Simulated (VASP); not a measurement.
# SnGe7 (P-4m2) in VASP: further runs

The runs below take SnGe7 through single point, with PBE, r2SCAN.

Program: VASP 6.6.1. These are calculated values, not measurements. Logs are shortened: lines on timing, memory, paths and dates and some standing lists are left out, and cuts for length are marked.

**1. The cell of the first run**

The structure is tetragonal, space group P-4m2 (No. 115). The conventional cell has a = 5.170 Å, b = 5.170 Å, c = 6.379 Å, α = 90.00°, β = 90.00°, γ = 90.00°. Sn (site symmetry -4m2) has 10 Ge at 2.81 to 3.69 Å within 3.7 Å. Within 3.5 Å of Ge (site symmetry -4m2) lie 8 Ge at 2.64 to 3.32 Å and 2 Sn at 3.19 Å. Ge (site symmetry 2mm) has 7 Ge at 2.64 to 3.18 Å within 3.5 Å. Ge (site symmetry 2mm) has 7 Ge at 2.59 to 3.18 Å within 3.4 Å. Within 3.5 Å of Ge (site symmetry 2mm) lie 5 Ge at 2.64 to 3.32 Å and 2 Sn at 2.81 Å.

**2. Single point, PBE**

Contents of INCAR:

```
SYSTEM = SnGe7
PREC = Accurate
ENCUT = 520
EDIFF = 1E-6
ISMEAR = 0
SIGMA = 0.2
LREAL = .FALSE.
LASPH = .TRUE.
NELM = 80
ALGO = Normal
ISIF = 2
LWAVE = .FALSE.
LCHARG = .TRUE.
GGA = PE
LELF = .TRUE.
LVHAR = .TRUE.
NBANDS = 66
```

Contents of KPOINTS:

```
regular mesh
0
G
  3 3 3
  0 0 0
```

Contents of POSCAR:

```
SnGe7
1.0
    5.1699075184      0.0000000000      0.0000000000
    0.0000000000      5.1699075184      0.0000000000
    0.0000000000      0.0000000000      6.3793610097
Sn Ge
1 7
Direct
    0.0000000000      0.0000000000      0.0000000000
    0.0000000000      0.0000000000      0.5000000000
    0.0000000000      0.5000000000      0.5868695089
    0.5000000000      0.5000000000      0.7028409137
    0.5000000000      0.0000000000      0.8264719066
    0.0000000000      0.5000000000      0.1735280934
    0.5000000000      0.5000000000      0.2971590863
    0.5000000000      0.0000000000      0.4131304911
```

Potentials or basis: VASP PAW PBE potentials, release 64 (Sn_d, Ge_d).

The run is started by

```
cat potpaw_PBE.64/Sn_d/POTCAR potpaw_PBE.64/Ge_d/POTCAR > POTCAR
mpirun -np 1 vasp_std > vasp.out
```

OUTCAR:

```text
SYSTEM = SnGe7
   PREC = Accurate
   ENCUT = 520
   EDIFF = 1E-6
   ISMEAR = 0
   LREAL = .FALSE.
   LASPH = .TRUE.
   NELM = 80
   ISIF = 2
   GGA = PE

 ion  position               nearest neighbor table
   1  0.000  0.000  0.000-   5 2.81   6 2.81   6 2.81   5 2.81   2 3.19   2 3.19
   2  0.000  0.000  0.500-   3 2.64   8 2.64   3 2.64   8 2.64   1 3.19   1 3.19
   3  0.000  0.500  0.587-   6 2.64   2 2.64   2 2.64   4 2.69   4 2.69
   4  0.500  0.500  0.703-   7 2.59   3 2.69   3 2.69   5 2.70   5 2.70
   5  0.500  0.000  0.826-   8 2.64   4 2.70   4 2.70   1 2.81   1 2.81
   6  0.000  0.500  0.174-   3 2.64   7 2.70   7 2.70   1 2.81   1 2.81
   7  0.500  0.500  0.297-   4 2.59   8 2.69   8 2.69   6 2.70   6 2.70
   8  0.500  0.000  0.413-   5 2.64   2 2.64   2 2.64   7 2.69   7 2.69

  LATTYP: Found a simple tetragonal cell.
 ALAT       =     5.1699075184
 C/A-ratio  =     1.2339410303

  Lattice vectors:

 A1 = (   5.1699075184,   0.0000000000,   0.0000000000)
 A2 = (   0.0000000000,   5.1699075184,   0.0000000000)
 A3 = (   0.0000000000,   0.0000000000,   6.3793610097)

Analysis of symmetry for initial positions (statically):
=====================================================================
 Subroutine PRICEL returns:
 Original cell was already a primitive cell.

 Routine SETGRP: Setting up the symmetry group for a
 simple tetragonal supercell.

 Subroutine GETGRP returns: Found  8 space group operations
 (whereof  8 operations were pure point group operations)
 out of a pool of 16 trial point group operations.

The static configuration has the point symmetry D_2d.

Analysis of symmetry for dynamics (positions and initial velocities):
=====================================================================
 Subroutine PRICEL returns:
 Original cell was already a primitive cell.

 Routine SETGRP: Setting up the symmetry group for a
 simple tetragonal supercell.

 Subroutine GETGRP returns: Found  8 space group operations
 (whereof  8 operations were pure point group operations)
 out of a pool of 16 trial point group operations.

The dynamic configuration has the point symmetry D_2d.

 Subroutine INISYM returns: Found  8 space group operations
 (whereof  8 operations are pure point group operations),
 and found     1 'primitive' translations

----------------------------------------------------------------------------------------

                                     Primitive cell

  volume of cell :     170.5072

  direct lattice vectors                    reciprocal lattice vectors
     5.169907518  0.000000000  0.000000000     0.193427058  0.000000000  0.000000000
     0.000000000  5.169907518  0.000000000     0.000000000  0.193427058  0.000000000
     0.000000000  0.000000000  6.379361010     0.000000000  0.000000000  0.156755512

  length of vectors
     5.169907518  5.169907518  6.379361010     0.193427058  0.193427058  0.156755512

  position of ions in fractional coordinates (direct lattice)
     0.000000000  0.000000000  0.000000000
     0.000000000  0.000000000  0.500000000
     0.000000000  0.500000000  0.586869509
     0.500000000  0.500000000  0.702840914
     0.500000000  0.000000000  0.826471907
     0.000000000  0.500000000  0.173528093
     0.500000000  0.500000000  0.297159086
     0.500000000  0.000000000  0.413130491

  ion indices of the primitive-cell ions
   primitive index   ion index
                 1           1
                 2           2
                 3           3
                 4           4
                 5           5
                 6           6
                 7           7
                 8           8

----------------------------------------------------------------------------------------

 KPOINTS: regular mesh

Automatic generation of k-mesh.
 Grid dimensions read from file:
 generate k-points for:    3    3    3

 Generating k-lattice:

  Cartesian coordinates                     Fractional coordinates (reciprocal lattice)
     0.064475686  0.000000000  0.000000000     0.333333333  0.000000000  0.000000000
     0.000000000  0.064475686  0.000000000     0.000000000  0.333333333  0.000000000
     0.000000000  0.000000000  0.052251837     0.000000000  0.000000000  0.333333333

  Length of vectors
     0.064475686  0.064475686  0.052251837

  Shift w.r.t. Gamma in fractional coordinates (k-lattice)
     0.000000000  0.000000000  0.000000000

 Subroutine IBZKPT returns following result:
 ===========================================

 Found      6 irreducible k-points:

 Following reciprocal coordinates:
            Coordinates               Weight
  0.000000  0.000000  0.000000      1.000000
  0.333333  0.000000  0.000000      4.000000
  0.333333  0.333333  0.000000      4.000000
  0.000000  0.000000  0.333333      2.000000
  0.333333  0.000000  0.333333      8.000000
  0.333333  0.333333  0.333333      8.000000
   k-points           NKPTS =      6   k-points in BZ     NKDIM =      6   number of bands    NBANDS=     66
   number of dos      NEDOS =    301   number of ions     NIONS =      8
   total plane-waves  NPLWV =  76800
   dimension x,y,z NGX =    40 NGY =   40 NGZ =   48
   dimension x,y,z NGXF=    80 NGYF=   80 NGZF=   96
   ions per type =               1   7
   NGX,Y,Z   is equivalent  to a cutoff of  12.86, 12.86, 12.51 a.u.
   NGXF,Y,Z  is equivalent  to a cutoff of  25.73, 25.73, 25.02 a.u.
 SYSTEM =  SnGe7
   PREC   = accura    normal or accurate (medium, high low for compatibility)
   ISTART =      0    job   : 0-new  1-cont  2-samecut
   ICHARG =      2    charge: 1-file 2-atom 10-const
   ISPIN  =      1    spin polarized calculation?
   LNONCOLLINEAR =      F non collinear calculations
   LSORBIT =      F    spin-orbit coupling
   LASPH  =      T    aspherical Exc in radial PAW
   ENCUT  =  520.0 eV  38.22 Ry    6.18 a.u.   9.61  9.61 11.86*2*pi/ulx,y,z
   NELM   =     80;   NELMIN=  2; NELMDL= -5     # of ELM steps
   EDIFF  = 0.1E-05   stopping-criterion for ELM
   LREAL  =      F    real-space projection
   EDIFFG = 0.1E-04   stopping-criterion for IOM
   NSW    =      0    number of steps for IOM
   IBRION =     -1    ionic relax: 0-MD 1-quasi-New 2-CG
   NFREE  =      0    steps in history (QN), initial steepest desc. (CG)
   ISIF   =      2    stress and relaxation
   ISYM   =      2    0-nonsym 1-usesym 2-fastsym
   POTIM  = 0.5000    time-step for ionic-motion
   TEBEG  =    0.0;   TEEND  =   0.0 temperature during run
   PSTRESS=    0.0 pullay stress
   NELECT =     112.0000    total number of electrons
   NUPDOWN=      -1.0000    fix difference up-down
   EMIN   =  10.00;   EMAX   =-10.00  energy-range for DOS
   EFERMI =   0.00;   METHOD = LEGACY
   ISMEAR =     0;   SIGMA  =   0.20  broadening in eV -4-tet -1-fermi 0-gaus
   EFERMI_NEDOS =   21; number of points for ismear=-14 and -15
   IALGO  =     38    algorithm
   IMIX   =      4    mixing-type and parameters
     AMIX     =   0.40;   BMIX     =  1.00
     AMIX_MAG =   1.60;   BMIX_MAG =  1.00
  volume/ion in A,a.u.               =      21.31       143.83
  Fermi-wavevector in a.u.,A,eV,Ry     =   1.423093  2.689256 27.554430  2.025193
  Thomas-Fermi vector in A             =   2.543727
   LORBIT       =      0    0 simple, 1 ext, 2 COOP (PROOUT), +10 PAW based schemes
   GGA     = PE    functional components
   LHFCALC =     F    Hartree Fock is set to
   AEXX    =    0.0000 exact exchange contribution
   IVDW    =     0    specifies the selected vdW correction
   LEPSILON=     F    determine dielectric tensor
   LRPA    =     F    only Hartree local field effects (RPA)
 non-spin polarized calculation
 Gauss-broadening in eV      SIGMA  =   0.20
  energy-cutoff  :      520.00
  volume of cell :      170.51
 maximum number of plane-waves:      4619
 NGX is ok and might be reduce to    40
   NGX = 19   NGY = 19   NGZ = 23

 number of electron     112.0000069 magnetization

 Free energy of the ion-electron system (eV)
  ---------------------------------------------------
  ext. energy  EPLUGINS =         0.00000000
  ---------------------------------------------------
  free energy    TOTEN  =       -34.34139153 eV

  energy without entropy =      -34.31416682  energy(sigma->0) =      -34.32777917

 E-fermi :   5.9435     XC(G=0): -10.6494

 val. band max:        5.5066674384   @ k =   0.3333   0.3333   0.3333
 cond. band min:       6.0380998661   @ k =   0.3333   0.0000   0.3333
 fundamental gap:      0.5314324278
 Fermi energy:         5.9434516216

 k-point     1 :       0.0000    0.0000    0.0000
  band No.  band energies     occupation
      1     -18.6353      2.00000
      2     -18.6241      2.00000
      3     -18.5820      2.00000
      4     -18.5820      2.00000
      5     -18.5575      2.00000
      6     -18.5424      2.00000
[... 58 lines left out ...]
     65      10.0701      0.00000
     66      10.4752      0.00000

 k-point     2 :       0.3333    0.0000    0.0000
  band No.  band energies     occupation
      1     -18.6264      2.00000
      2     -18.6181      2.00000
      3     -18.5838      2.00000
      4     -18.5829      2.00000
      5     -18.5463      2.00000
      6     -18.5353      2.00000
[... 58 lines left out ...]
     65      10.5061      0.00000
     66      11.6565      0.00000

 k-point     3 :       0.3333    0.3333    0.0000
  band No.  band energies     occupation
      1     -18.6217      2.00000
      2     -18.6130      2.00000
      3     -18.5906      2.00000
      4     -18.5717      2.00000
      5     -18.5404      2.00000
      6     -18.5281      2.00000
[... 58 lines left out ...]
     65      11.1124      0.00000
     66      11.2677      0.00000

 k-point     4 :       0.0000    0.0000    0.3333
  band No.  band energies     occupation
      1     -18.6352      2.00000
      2     -18.6236      2.00000
      3     -18.5819      2.00000
      4     -18.5819      2.00000
      5     -18.5574      2.00000
      6     -18.5408      2.00000
[... 58 lines left out ...]
     65      10.0961      0.00000
     66      11.0171      0.00000

 k-point     5 :       0.3333    0.0000    0.3333
  band No.  band energies     occupation
      1     -18.6261      2.00000
      2     -18.6178      2.00000
      3     -18.5836      2.00000
      4     -18.5827      2.00000
      5     -18.5463      2.00000
      6     -18.5337      2.00000
[... 58 lines left out ...]
     65      10.7243      0.00000
     66      10.9177      0.00000

 k-point     6 :       0.3333    0.3333    0.3333
  band No.  band energies     occupation
      1     -18.6212      2.00000
      2     -18.6128      2.00000
      3     -18.5903      2.00000
      4     -18.5716      2.00000
      5     -18.5400      2.00000
      6     -18.5257      2.00000
[... 58 lines left out ...]
     65      10.5044      0.00000
     66      10.5904      0.00000

------------------------ aborting loop because EDIFF is reached ----------------------------------------

  FORCE on cell =-STRESS in cart. coord.  units (eV):
  Direction    XX          YY          ZZ          XY          YZ          ZX
  --------------------------------------------------------------------------------------
  -------------------------------------------------------------------------------------
  Total        0.0630245      0.0630245      0.4028018      0.0000000      0.0000000      0.0000000
  in kB        0.5922123      0.5922123      3.7849424      0.0000000      0.0000000      0.0000000
  external PRESSURE =       1.6564557 kB  Pullay stress =       0.0000000 kB

 VOLUME and BASIS-vectors are now :
 -----------------------------------------------------------------------------
  energy-cutoff  :      520.00
  volume of cell :      170.51
      direct lattice vectors                 reciprocal lattice vectors
     5.169907518  0.000000000  0.000000000     0.193427058  0.000000000  0.000000000
     0.000000000  5.169907518  0.000000000     0.000000000  0.193427058  0.000000000
     0.000000000  0.000000000  6.379361010     0.000000000  0.000000000  0.156755512

 POSITION                                       TOTAL-FORCE (eV/Angst)
 -----------------------------------------------------------------------------------
      0.00000      0.00000      0.00000         0.000000      0.000000      0.000000
      0.00000      0.00000      3.18968         0.000000      0.000000      0.000000
      0.00000      2.58495      3.74385        -0.000000      0.000000      0.005434
      2.58495      2.58495      4.48368         0.000000     -0.000000     -0.011299
      2.58495      0.00000      5.27236        -0.000000      0.000000      0.015128
      0.00000      2.58495      1.10700         0.000000      0.000000     -0.015128
      2.58495      2.58495      1.89569         0.000000      0.000000      0.011299
      2.58495      0.00000      2.63551        -0.000000     -0.000000     -0.005434
 -----------------------------------------------------------------------------------
    total drift:                               -0.000000      0.000000     -0.000000

  FREE ENERGIE OF THE ION-ELECTRON SYSTEM (eV)
  ---------------------------------------------------
  free  energy   TOTEN  =       -34.3413915290 eV

  energy  without entropy=      -34.3141668179  energy(sigma->0) =      -34.32777917
```

It took 2.4 min on 1 thread of Intel Xeon 8259CL, shared host; peak memory 0.28 GiB.

Results:

- Free energy: -34.3414 eV
- Pressure: 0.2 GPa
- Largest force: 0.015 eV/Å
- Band gap on the k mesh: zero (bands 56 and 57 overlap by 2.48 eV)

Forces on the atoms (eV/Å):
```
Sn   0.000  0.000  0.000
Ge   0.000  0.000  0.000
Ge   0.000  0.000  0.005
Ge   0.000  0.000 -0.011
Ge   0.000  0.000  0.015
Ge   0.000  0.000 -0.015
Ge   0.000  0.000  0.011
Ge   0.000  0.000 -0.005
```

Stress tensor (GPa, compression positive):
```
0.06 0.00 0.00
0.00 0.06 0.00
0.00 0.00 0.38
```

Caveat: the k points lie up to 0.41 Å⁻¹ apart, too coarse for converged energies and pressures of a metal; spin-orbit coupling is left out, which moves the levels of the heavy elements.

[end of part 1 of 2]

The gap in the log of VASP goes by the Fermi energy; the results here count the filled bands.